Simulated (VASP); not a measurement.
# LiCd12 in VASP: single point with PBE

Aim: the single point of LiCd12 with PBE.

All numbers are computed with VASP 6.6.1; they aren't measurements. Logs are shortened: lines on timing, memory, paths and dates and some standing lists are left out, and cuts for length are marked.

**1. The cell of the first run**

The cell holds a slab with vacuum, 13 atoms: a = 5.960 Å, b = 5.960 Å, c = 18.620 Å, α = 90.00°, β = 90.00°, γ = 60.00°.

**2. Single point, PBE**

Input file INCAR:

```
PREC = Accurate ; ENCUT = 520
EDIFF = 1E-6 ; ISMEAR = 0
SIGMA = 0.05 ; LREAL = False
LASPH = True ; NELM = 60
ALGO = Normal ; ISIF = 2
LWAVE = False ; LCHARG = True
GGA = PE ; LELF = True
LVHAR = True ; NBANDS = 86
```

Input file KPOINTS:

```
regular mesh
0
Gamma
  3 3 1
```

Input file POSCAR:

```
LiCd12
1.0
    5.9600000000      0.0000000000      0.0000000000
    2.9800000000      5.1615110000      0.0000000000
    0.0000000000      0.0000000000     18.6202800000
Cd Li
12 1
Direct
    0.0000000000      0.0000000000      0.0537048852
    0.5000000000      0.0000000000      0.0537048852
    0.0000000484      0.4999999031      0.0537048852
    0.5000000484      0.4999999031      0.0537048852
   -0.1599224875      0.3328449750      0.2182332919
    0.3354174510      0.3328298632      0.2190469209
   -0.1628403604      0.8341894457      0.2222739937
    0.3353801237      0.8375518332      0.2201251002
    0.0107639609     -0.0018903379      0.4175507028
    0.5105910953     -0.0037694388      0.4175287912
    0.0121552002      0.4959479889      0.4181995115
    0.5095537617      0.4963126108      0.3527270804
    0.5166152114      0.4949306511      0.4901761950
```

Potentials or basis: VASP PAW PBE potentials, release 64 (Cd, Li_sv).

On the command line:

```sh
$ cat potpaw_PBE.64/Cd/POTCAR potpaw_PBE.64/Li_sv/POTCAR > POTCAR
$ mpirun -np 1 vasp_std > vasp.out
```

OUTCAR:

```text
PREC = Accurate
   ENCUT = 520
   EDIFF = 1E-6
   ISMEAR = 0
   LREAL = False
   LASPH = True
   NELM = 60
   ISIF = 2
   GGA = PE

 ion  position               nearest neighbor table
   1  0.000  0.000  0.054-   3 2.98   4 2.98   2 2.98   2 2.98   4 2.98   3 2.98   5 3.51   8 3.55
                             7 3.57
   2  0.500  0.000  0.054-   4 2.98   3 2.98   1 2.98   1 2.98   3 2.98   4 2.98   6 3.53   8 3.53
                             7 3.59
   3  0.000  0.500  0.054-   1 2.98   2 2.98   4 2.98   4 2.98   2 2.98   1 2.98   5 3.50   6 3.53
                             7 3.58
   4  0.500  0.500  0.054-   2 2.98   1 2.98   3 2.98   3 2.98   1 2.98   2 2.98   6 3.52   5 3.53
                             8 3.56
   5  0.840  0.333  0.218-   8 2.95   6 2.95   7 2.98   7 2.98   6 3.01   8 3.01  12 3.03   3 3.50
                             1 3.51   4 3.53
   6  0.335  0.333  0.219-   8 2.95   5 2.95   7 2.98   7 2.98   5 3.01   8 3.01  12 3.04   4 3.52
                             2 3.53   3 3.53
   7  0.837  0.834  0.222-   6 2.98   8 2.98   5 2.98   8 2.98   5 2.98   6 2.98   1 3.57   3 3.58
                             2 3.59
   8  0.335  0.838  0.220-   6 2.95   5 2.95   7 2.98   7 2.98   6 3.01   5 3.01  12 3.03   2 3.53
                             1 3.55   4 3.56
   9  0.011  0.998  0.418-  11 2.97  10 2.97  10 2.99  11 2.99  12 3.21  12 3.22
  10  0.511  0.996  0.418-   9 2.97  11 2.97  11 2.99   9 2.99  12 3.21  12 3.22
  11  0.012  0.496  0.418-   9 2.97  10 2.97  10 2.99   9 2.99  12 3.21  12 3.23
  12  0.510  0.496  0.353-  13 2.56   5 3.03   8 3.03   6 3.04  11 3.21  10 3.21   9 3.21   9 3.22
                            10 3.22  11 3.23
  13  0.517  0.495  0.490-  12 2.56

  LATTYP: Found a hexagonal cell.
 ALAT       =     5.9599996479
 C/A-ratio  =     3.1242082383

  Lattice vectors:

 A1 = (  -2.9800000000,  -5.1615110000,   0.0000000000)
 A2 = (   5.9600000000,   0.0000000000,   0.0000000000)
 A3 = (   0.0000000000,   0.0000000000,  18.6202800000)

Analysis of symmetry for initial positions (statically):
=====================================================================
 Subroutine PRICEL returns:
 Original cell was already a primitive cell.

 Routine SETGRP: Setting up the symmetry group for a
 hexagonal supercell.

 Subroutine GETGRP returns: Found  1 space group operations
 (whereof  1 operations were pure point group operations)
 out of a pool of 24 trial point group operations.

The static configuration has the point symmetry C_1 .

Analysis of symmetry for dynamics (positions and initial velocities):
=====================================================================
 Subroutine PRICEL returns:
 Original cell was already a primitive cell.

 Routine SETGRP: Setting up the symmetry group for a
 hexagonal supercell.

 Subroutine GETGRP returns: Found  1 space group operations
 (whereof  1 operations were pure point group operations)
 out of a pool of 24 trial point group operations.

The dynamic configuration has the point symmetry C_1 .

 Subroutine INISYM returns: Found  1 space group operations
 (whereof  1 operations are pure point group operations),
 and found     1 'primitive' translations

----------------------------------------------------------------------------------------

                                     Primitive cell

  volume of cell :     572.8083

  direct lattice vectors                    reciprocal lattice vectors
     5.960000000  0.000000000  0.000000000     0.167785235 -0.096870858  0.000000000
     2.980000000  5.161511000  0.000000000     0.000000000  0.193741716  0.000000000
     0.000000000  0.000000000 18.620280000     0.000000000  0.000000000  0.053704885

  length of vectors
     5.960000000  5.959999648 18.620280000     0.193741705  0.193741716  0.053704885

  position of ions in fractional coordinates (direct lattice)
     0.000000000  0.000000000  0.053704885
     0.500000000  0.000000000  0.053704885
     0.000000048  0.499999903  0.053704885
     0.500000048  0.499999903  0.053704885
     0.840077513  0.332844975  0.218233292
     0.335417451  0.332829863  0.219046921
     0.837159640  0.834189446  0.222273994
     0.335380124  0.837551833  0.220125100
     0.010763961  0.998109662  0.417550703
     0.510591095  0.996230561  0.417528791
     0.012155200  0.495947989  0.418199511
     0.509553762  0.496312611  0.352727080
     0.516615211  0.494930651  0.490176195

  ion indices of the primitive-cell ions
   primitive index   ion index
                 1           1
[... 25 lines left out ...]
     0.000000000  0.064580572  0.000000000     0.000000000  0.333333333  0.000000000
     0.000000000  0.000000000  0.053704885     0.000000000  0.000000000  1.000000000

  Length of vectors
     0.064580568  0.064580572  0.053704885

  Shift w.r.t. Gamma in fractional coordinates (k-lattice)
     0.000000000  0.000000000  0.000000000

 Subroutine IBZKPT returns following result:
 ===========================================

 Found      5 irreducible k-points:

 Following reciprocal coordinates:
            Coordinates               Weight
  0.000000  0.000000  0.000000      1.000000
  0.333333  0.000000  0.000000      2.000000
  0.333333  0.333333  0.000000      2.000000
  0.000000  0.333333  0.000000      2.000000
 -0.333333  0.333333  0.000000      2.000000
   k-points           NKPTS =      5   k-points in BZ     NKDIM =      5   number of bands    NBANDS=     86
   number of dos      NEDOS =    301   number of ions     NIONS =     13
   total plane-waves  NPLWV = 322560
   dimension x,y,z NGX =    48 NGY =   48 NGZ =  140
   dimension x,y,z NGXF=    96 NGYF=   96 NGZF=  280
   ions per type =              12   1
   NGX,Y,Z   is equivalent  to a cutoff of  13.39, 13.39, 12.50 a.u.
   NGXF,Y,Z  is equivalent  to a cutoff of  26.78, 26.78, 25.00 a.u.
 SYSTEM =  unknown system
   PREC   = accura    normal or accurate (medium, high low for compatibility)
   ISTART =      0    job   : 0-new  1-cont  2-samecut
   ICHARG =      2    charge: 1-file 2-atom 10-const
   ISPIN  =      1    spin polarized calculation?
   LNONCOLLINEAR =      F non collinear calculations
   LSORBIT =      F    spin-orbit coupling
   LASPH  =      T    aspherical Exc in radial PAW
   ENCUT  =  520.0 eV  38.22 Ry    6.18 a.u.  11.08 11.08 34.62*2*pi/ulx,y,z
   NELM   =     60;   NELMIN=  2; NELMDL= -5     # of ELM steps
   EDIFF  = 0.1E-05   stopping-criterion for ELM
   LREAL  =      F    real-space projection
   EDIFFG = 0.1E-04   stopping-criterion for IOM
   NSW    =      0    number of steps for IOM
   IBRION =     -1    ionic relax: 0-MD 1-quasi-New 2-CG
   NFREE  =      0    steps in history (QN), initial steepest desc. (CG)
   ISIF   =      2    stress and relaxation
   ISYM   =      2    0-nonsym 1-usesym 2-fastsym
   POTIM  = 0.5000    time-step for ionic-motion
   TEBEG  =    0.0;   TEEND  =   0.0 temperature during run
   PSTRESS=    0.0 pullay stress
   NELECT =     147.0000    total number of electrons
   NUPDOWN=      -1.0000    fix difference up-down
   EMIN   =  10.00;   EMAX   =-10.00  energy-range for DOS
   EFERMI =   0.00;   METHOD = LEGACY
   ISMEAR =     0;   SIGMA  =   0.05  broadening in eV -4-tet -1-fermi 0-gaus
   EFERMI_NEDOS =   21; number of points for ismear=-14 and -15
   IALGO  =     38    algorithm
   IMIX   =      4    mixing-type and parameters
     AMIX     =   0.40;   BMIX     =  1.00
     AMIX_MAG =   1.60;   BMIX_MAG =  1.00
  volume/ion in A,a.u.               =      44.06       297.35
  Fermi-wavevector in a.u.,A,eV,Ry     =   1.040345  1.965968 14.725834  1.082318
  Thomas-Fermi vector in A             =   2.174917
   LORBIT       =      0    0 simple, 1 ext, 2 COOP (PROOUT), +10 PAW based schemes
   GGA     = PE    functional components
   LHFCALC =     F    Hartree Fock is set to
   AEXX    =    0.0000 exact exchange contribution
   IVDW    =     0    specifies the selected vdW correction
   LEPSILON=     F    determine dielectric tensor
   LRPA    =     F    only Hartree local field effects (RPA)
 non-spin polarized calculation
 Gauss-broadening in eV      SIGMA  =   0.05
  energy-cutoff  :      520.00
  volume of cell :      572.81
 maximum number of plane-waves:     15447
 NGX is ok and might be reduce to    48
   NGX = 23   NGY = 23   NGZ = 69

 number of electron     146.9999998 magnetization

 Free energy of the ion-electron system (eV)
  ---------------------------------------------------
  ext. energy  EPLUGINS =         0.00000000
  ---------------------------------------------------
  free energy    TOTEN  =       -10.20348631 eV

  energy without entropy =      -10.19762569  energy(sigma->0) =      -10.20055600

 E-fermi :  -0.1859     XC(G=0):  -6.2593

 val. band max:       -0.4956048354   @ k =  -0.3333   0.3333   0.0000
 cond. band min:      -0.1575901463   @ k =  -0.3333   0.3333   0.0000
 fundamental gap:      0.3380146891
 Fermi energy:        -0.1859210291

 k-point     1 :       0.0000    0.0000    0.0000
  band No.  band energies     occupation
      1     -48.2145      2.00000
      2     -10.0655      2.00000
      3     -10.0120      2.00000
      4     -10.0108      2.00000
      5      -9.9027      2.00000
      6      -9.8781      2.00000
[... 429 lines left out ...]
     84       2.8190      0.00000
     85       2.8249      0.00000
 [bands above 85 left out]

------------------------ aborting loop because EDIFF is reached ----------------------------------------

  FORCE on cell =-STRESS in cart. coord.  units (eV):
  Direction    XX          YY          ZZ          XY          YZ          ZX
  --------------------------------------------------------------------------------------
  -------------------------------------------------------------------------------------
  Total       -2.2679921     -2.2631783      0.0834275     -0.0037545      0.0064258     -0.0730698
  in kB       -6.3437024     -6.3302378      0.2333515     -0.0105015      0.0179733     -0.2043804
  external PRESSURE =      -4.1468629 kB  Pullay stress =       0.0000000 kB

 VOLUME and BASIS-vectors are now :
 -----------------------------------------------------------------------------
  energy-cutoff  :      520.00
  volume of cell :      572.81
      direct lattice vectors                 reciprocal lattice vectors
     5.960000000  0.000000000  0.000000000     0.167785235 -0.096870858  0.000000000
     2.980000000  5.161511000  0.000000000     0.000000000  0.193741716  0.000000000
     0.000000000  0.000000000 18.620280000     0.000000000  0.000000000  0.053704885

 POSITION                                       TOTAL-FORCE (eV/Angst)
 -----------------------------------------------------------------------------------
      0.00000      0.00000      1.00000         0.013719      0.005523     -0.003781
      2.98000      0.00000      1.00000        -0.006834      0.003159     -0.004139
      1.49000      2.58075      1.00000         0.001687     -0.009798     -0.002155
      4.47000      2.58075      1.00000         0.004214      0.002000     -0.012233
      5.99874      1.71798      4.06357        -0.002068     -0.003386     -0.000762
      2.99092      1.71791      4.07872         0.001102     -0.003316      0.000140
      7.47536      4.30568      4.13880        -0.002184      0.003522     -0.000801
      4.49477      4.32303      4.09879         0.000089      0.000822     -0.004741
      3.03852      5.15175      7.77491         0.005042     -0.006528      0.004884
      6.01189      5.14206      7.77450        -0.005749      0.001605      0.004995
      1.55037      2.55984      7.78699        -0.000158     -0.001713      0.005074
      4.51595      2.56172      6.56788        -0.003727      0.004542      0.012368
      4.55392      2.55459      9.12722        -0.005135      0.003567      0.001151
 -----------------------------------------------------------------------------------
    total drift:                               -0.000421     -0.001621      0.000031

  FREE ENERGIE OF THE ION-ELECTRON SYSTEM (eV)
  ---------------------------------------------------
  free  energy   TOTEN  =       -10.2034863054 eV

  energy  without entropy=      -10.1976256940  energy(sigma->0) =      -10.20055600
```

Run time: 8.9 min. Hardware: 1 thread of AMD EPYC 7R43 (Zen 3), shared host; peak memory 0.68 GiB.

Results:

* Free energy: -10.2035 eV
* Largest force: 0.015 eV/Å
* Band gap on the k mesh: zero (an odd number of electrons rules out a gap without spin polarisation)

Forces in eV/Å, atoms in the order of the input:
```
Cd   0.014  0.006 -0.004
Cd  -0.007  0.003 -0.004
Cd   0.002 -0.010 -0.002
Cd   0.004  0.002 -0.012
Cd  -0.002 -0.003 -0.001
Cd   0.001 -0.003  0.000
Cd  -0.002  0.004 -0.001
Cd   0.000  0.001 -0.005
Cd   0.005 -0.007  0.005
Cd  -0.006  0.002  0.005
Cd   0.000 -0.002  0.005
Cd  -0.004  0.005  0.012
Li  -0.005  0.004  0.001
```

Caveat: the k points lie up to 0.41 Å⁻¹ apart, too coarse for converged energies and pressures of a metal; the cutoff is under 1.25 times the usual one of these potentials, so pressure, stress and relaxed cells hold a basis-set (Pulay) error.
